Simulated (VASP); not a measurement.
# Na (P2_1/m) in VASP: further runs

The runs below take Na through single point, with PBE.

All numbers are computed with VASP 6.6.1; they aren't measurements. Logs are shortened: lines on timing, memory, paths and dates and some standing lists are left out, and cuts for length are marked.

## (1) The cell of the first run

Symmetry: P2_1/m, No. 11, monoclinic system. The conventional cell has a = 3.895 Å, b = 6.103 Å, c = 3.895 Å, α = 90.00°, β = 120.00°, γ = 90.00°. Within 4.7 Å of Na (site symmetry m) lie 12 Na at 3.57 to 4.06 Å.

## (2) Single point, PBE (atoms displaced along a vibrational mode, the cell strained)

The input, INCAR:

```
SYSTEM = Na
ALGO = Fast
EDIFF = 1E-6
ENCUT = 520
GGA = PE
ISIF = 2
ISMEAR = 0
LASPH = .True.
LCHARG = .False.
LREAL = .False.
LWAVE = .False.
NBANDS = 14
NELM = 100
PREC = Accurate
SIGMA = 0.15
```

The input, KPOINTS:

```
k-points
0
Gamma
  15 15 8
  0 0 0
```

The input, POSCAR:

```
Na
1.0
    3.8947955076      0.0000000000      0.0000000000
   -1.9473977538      3.3729918521      0.0000000000
    0.0000000000      0.0000000000      6.1030356778
Na
2
Direct
    0.2710368663      0.6666666667      0.2500000000
    0.7289631337      0.3333333333      0.7500000000
```

Potentials or basis: VASP PAW PBE potentials, release 64 (Na_pv).

Launch:

```
$ cat potpaw_PBE.64/Na_pv/POTCAR > POTCAR
$ mpirun -np 1 vasp_std > vasp.out
```

OUTCAR:

```text
SYSTEM = Na
   EDIFF = 1E-6
   ENCUT = 520
   GGA = PE
   ISIF = 2
   ISMEAR = 0
   LASPH = .True.
   LREAL = .False.
   NELM = 100
   PREC = Accurate

 ion  position               nearest neighbor table
   1  0.271  0.667  0.250-
   2  0.729  0.333  0.750-

  LATTYP: Found a hexagonal cell.
 ALAT       =     3.8947955076
 C/A-ratio  =     1.5669720441

  Lattice vectors:

 A1 = (   3.8947955076,   0.0000000000,   0.0000000000)
 A2 = (  -1.9473977538,   3.3729918521,   0.0000000000)
 A3 = (   0.0000000000,   0.0000000000,   6.1030356778)

Analysis of symmetry for initial positions (statically):
=====================================================================
 Subroutine PRICEL returns:
 Original cell was already a primitive cell.

 Routine SETGRP: Setting up the symmetry group for a
 hexagonal supercell.

 Subroutine GETGRP returns: Found  4 space group operations
 (whereof  2 operations were pure point group operations)
 out of a pool of 24 trial point group operations.

The static configuration has the point symmetry S_2 .
 The point group associated with its full space group is C_2h.

Analysis of symmetry for dynamics (positions and initial velocities):
=====================================================================
 Subroutine PRICEL returns:
 Original cell was already a primitive cell.

 Routine SETGRP: Setting up the symmetry group for a
 hexagonal supercell.

 Subroutine GETGRP returns: Found  4 space group operations
 (whereof  2 operations were pure point group operations)
 out of a pool of 24 trial point group operations.

The dynamic configuration has the point symmetry S_2 .
 The point group associated with its full space group is C_2h.

 Subroutine INISYM returns: Found  4 space group operations
 (whereof  2 operations are pure point group operations),
 and found     1 'primitive' translations

----------------------------------------------------------------------------------------

                                     Primitive cell

  volume of cell :      80.1763

  direct lattice vectors                    reciprocal lattice vectors
     3.894795508  0.000000000  0.000000000     0.256752889  0.148236350  0.000000000
    -1.947397754  3.372991852  0.000000000     0.000000000  0.296472700  0.000000000
     0.000000000  0.000000000  6.103035678     0.000000000  0.000000000  0.163852884

  length of vectors
     3.894795508  3.894795508  6.103035678     0.296472700  0.296472700  0.163852884

  position of ions in fractional coordinates (direct lattice)
     0.271036866  0.666666667  0.250000000
     0.728963134  0.333333333  0.750000000

  ion indices of the primitive-cell ions
   primitive index   ion index
                 1           1
                 2           2

----------------------------------------------------------------------------------------

 KPOINTS: k-points

Automatic generation of k-mesh.
 Grid dimensions read from file:
 generate k-points for:   15   15    8

 Generating k-lattice:

  Cartesian coordinates                     Fractional coordinates (reciprocal lattice)
     0.017116859  0.009882423  0.000000000     0.066666667  0.000000000  0.000000000
     0.000000000  0.019764847  0.000000000     0.000000000  0.066666667  0.000000000
     0.000000000  0.000000000  0.020481611     0.000000000  0.000000000  0.125000000

  Length of vectors
     0.019764847  0.019764847  0.020481611

  Shift w.r.t. Gamma in fractional coordinates (k-lattice)
     0.000000000  0.000000000  0.000000000

 Subroutine IBZKPT returns following result:
 ===========================================

 Found    565 irreducible k-points:

 Following reciprocal coordinates:
            Coordinates               Weight
  0.000000  0.000000  0.000000      1.000000
  0.066667  0.000000  0.000000      2.000000
  0.000000  0.066667  0.000000      2.000000
 -0.066667  0.066667  0.000000      2.000000
  0.133333  0.000000  0.000000      2.000000
  0.000000  0.133333  0.000000      2.000000
[... 16 lines left out ...]
  0.066667  0.066667  0.000000      2.000000
 -0.066667  0.133333  0.000000      2.000000
 [... further k-points ...]
   k-points           NKPTS =    565   k-points in BZ     NKDIM =    565   number of bands    NBANDS=     14
   number of dos      NEDOS =    301   number of ions     NIONS =      2
   total plane-waves  NPLWV =  43200
   dimension x,y,z NGX =    30 NGY =   30 NGZ =   48
   dimension x,y,z NGXF=    60 NGYF=   60 NGZF=   96
   ions per type =               2
   NGX,Y,Z   is equivalent  to a cutoff of  12.81, 12.81, 13.08 a.u.
   NGXF,Y,Z  is equivalent  to a cutoff of  25.61, 25.61, 26.15 a.u.
 SYSTEM =  Na
   PREC   = accura    normal or accurate (medium, high low for compatibility)
   ISTART =      0    job   : 0-new  1-cont  2-samecut
   ICHARG =      2    charge: 1-file 2-atom 10-const
   ISPIN  =      1    spin polarized calculation?
   LNONCOLLINEAR =      F non collinear calculations
   LSORBIT =      F    spin-orbit coupling
   LASPH  =      T    aspherical Exc in radial PAW
   ENCUT  =  520.0 eV  38.22 Ry    6.18 a.u.   7.24  7.24 11.35*2*pi/ulx,y,z
   NELM   =    100;   NELMIN=  2; NELMDL= -5     # of ELM steps
   EDIFF  = 0.1E-05   stopping-criterion for ELM
   LREAL  =      F    real-space projection
   EDIFFG = 0.1E-04   stopping-criterion for IOM
   NSW    =      0    number of steps for IOM
   IBRION =     -1    ionic relax: 0-MD 1-quasi-New 2-CG
   NFREE  =      0    steps in history (QN), initial steepest desc. (CG)
   ISIF   =      2    stress and relaxation
   ISYM   =      2    0-nonsym 1-usesym 2-fastsym
   POTIM  = 0.5000    time-step for ionic-motion
   TEBEG  =    0.0;   TEEND  =   0.0 temperature during run
   PSTRESS=    0.0 pullay stress
   NELECT =      14.0000    total number of electrons
   NUPDOWN=      -1.0000    fix difference up-down
   EMIN   =  10.00;   EMAX   =-10.00  energy-range for DOS
   EFERMI =   0.00;   METHOD = LEGACY
   ISMEAR =     0;   SIGMA  =   0.15  broadening in eV -4-tet -1-fermi 0-gaus
   EFERMI_NEDOS =   21; number of points for ismear=-14 and -15
   IALGO  =     68    algorithm
   IMIX   =      4    mixing-type and parameters
     AMIX     =   0.40;   BMIX     =  1.00
     AMIX_MAG =   1.60;   BMIX_MAG =  1.00
  volume/ion in A,a.u.               =      40.09       270.53
  Fermi-wavevector in a.u.,A,eV,Ry     =   0.915030  1.729157 11.391896  0.837281
  Thomas-Fermi vector in A             =   2.039725
   LORBIT       =      0    0 simple, 1 ext, 2 COOP (PROOUT), +10 PAW based schemes
   GGA     = PE    functional components
   LHFCALC =     F    Hartree Fock is set to
   AEXX    =    0.0000 exact exchange contribution
   IVDW    =     0    specifies the selected vdW correction
   LEPSILON=     F    determine dielectric tensor
   LRPA    =     F    only Hartree local field effects (RPA)
 non-spin polarized calculation
 RMM-DIIS sequential band-by-band and
 Gauss-broadening in eV      SIGMA  =   0.15
  energy-cutoff  :      520.00
  volume of cell :       80.18
 maximum number of plane-waves:      2189
 NGX is ok and might be reduce to    30
   NGX = 15   NGY = 15   NGZ = 23

 number of electron      13.9999998 magnetization

 Free energy of the ion-electron system (eV)
  ---------------------------------------------------
  ext. energy  EPLUGINS =         0.00000000
  ---------------------------------------------------
  free energy    TOTEN  =        -2.60022638 eV

  energy without entropy =       -2.58818355  energy(sigma->0) =       -2.59420496

 E-fermi :   0.1223     XC(G=0):  -6.3006

 val. band max:        0.1043439875   @ k =  -0.4000   0.4667  -0.3750
 cond. band min:       0.1239050726   @ k =   0.4000   0.1333   0.1250
 fundamental gap:      0.0195610851
 Fermi energy:         0.1222643235

 k-point     1 :       0.0000    0.0000    0.0000
  band No.  band energies     occupation
      1     -24.8928      2.00000
      2     -24.8667      2.00000
      3     -24.8591      2.00000
      4     -24.8586      2.00000
      5     -24.8579      2.00000
      6     -24.8577      2.00000
      7      -3.0042      2.00000
      8       0.8411      0.00000
      9       1.2417      0.00000
     10       9.3165      0.00000
     11       9.4338      0.00000
     12       9.4760      0.00000
     13       9.6477      0.00000
     14      10.0668      0.00000

 k-point     2 :       0.0667    0.0000    0.0000
  band No.  band energies     occupation
      1     -24.8923      2.00000
      2     -24.8673      2.00000
      3     -24.8595      2.00000
      4     -24.8593      2.00000
      5     -24.8585      2.00000
      6     -24.8574      2.00000
      7      -2.9436      2.00000
      8       0.8952      0.00000
      9       1.3005      0.00000
     10       8.1586      0.00000
     11       8.7468      0.00000
     12       9.1724      0.00000
     13      10.2540      0.00000
     14      10.8939      0.00000

 k-point     3 :       0.0000    0.0667    0.0000
  band No.  band energies     occupation
      1     -24.8924      2.00000
      2     -24.8671      2.00000
      3     -24.8595      2.00000
      4     -24.8593      2.00000
      5     -24.8582      2.00000
      6     -24.8579      2.00000
      7      -2.9436      2.00000
      8       0.8953      0.00000
      9       1.3008      0.00000
     10       8.1276      0.00000
     11       8.7781      0.00000
     12       9.1470      0.00000
     13      10.3179      0.00000
     14      10.8388      0.00000
[... 324 lines left out ...]
 k-point    23 :       0.0667    0.0667    0.0000
  band No.  band energies     occupation
      1     -24.8914      2.00000
      2     -24.8685      2.00000
      3     -24.8614      2.00000
      4     -24.8599      2.00000
      5     -24.8586      2.00000
      6     -24.8578      2.00000
      7      -2.8225      2.00000
      8       1.0035      0.00000
      9       1.4173      0.00000
     10       7.3003      0.00000
     11       7.6878      0.00000
     12       9.6146      0.00000
     13       9.9551      0.00000
     14      10.5692      0.00000

 k-point    24 :      -0.0667    0.1333    0.0000
  band No.  band energies     occupation
      1     -24.8919      2.00000
      2     -24.8674      2.00000
      3     -24.8602      2.00000
      4     -24.8601      2.00000
      5     -24.8594      2.00000
      6     -24.8585      2.00000
      7      -2.8226      2.00000
      8       1.0039      0.00000
      9       1.4192      0.00000
     10       7.3549      0.00000
     11       7.5002      0.00000
     12       9.7514      0.00000
     13      10.0234      0.00000
     14      10.8517      0.00000

 [... further k-points ...]

------------------------ aborting loop because EDIFF is reached ----------------------------------------

  FORCE on cell =-STRESS in cart. coord.  units (eV):
  Direction    XX          YY          ZZ          XY          YZ          ZX
  --------------------------------------------------------------------------------------
  -------------------------------------------------------------------------------------
  Total       -0.3422217     -0.3015577     -0.0744700      0.1604580      0.0000000      0.0000000
  in kB       -6.8386803     -6.0260842     -1.4881480      3.2064628      0.0000000      0.0000000
  external PRESSURE =      -4.7843042 kB  Pullay stress =       0.0000000 kB

 VOLUME and BASIS-vectors are now :
 -----------------------------------------------------------------------------
  energy-cutoff  :      520.00
  volume of cell :       80.18
      direct lattice vectors                 reciprocal lattice vectors
     3.894795508  0.000000000  0.000000000     0.256752889  0.148236350  0.000000000
    -1.947397754  3.372991852  0.000000000     0.000000000  0.296472700  0.000000000
     0.000000000  0.000000000  6.103035678     0.000000000  0.000000000  0.163852884

 POSITION                                       TOTAL-FORCE (eV/Angst)
 -----------------------------------------------------------------------------------
     -0.24263      2.24866      1.52576         0.060057      0.025797     -0.000000
      2.19003      1.12433      4.57728        -0.060057     -0.025797      0.000000
 -----------------------------------------------------------------------------------
    total drift:                               -0.000000      0.000000      0.000000

  FREE ENERGIE OF THE ION-ELECTRON SYSTEM (eV)
  ---------------------------------------------------
  free  energy   TOTEN  =        -2.6002263776 eV

  energy  without entropy=       -2.5881835459  energy(sigma->0) =       -2.59420496
```

Wall time 11 min (1 thread of Intel Xeon 8259CL, shared host); peak memory 0.55 GiB.

What came out:

| Quantity | Value |
| --- | --- |
| Free energy | -2.6002 eV |
| Pressure | -0.5 GPa |
| Largest force | 0.065 eV/Å |
| Band gap on the k mesh | zero (bands 7 and 8 overlap by 4.01 eV) |

Forces in eV/Å, atoms in the order of the input:
```
Na   0.060  0.026  0.000
Na  -0.060 -0.026  0.000
```

Caveat: the cell differs from its parent crystal (atoms displaced along a vibrational mode, the cell strained).

[end of part 1 of 2]
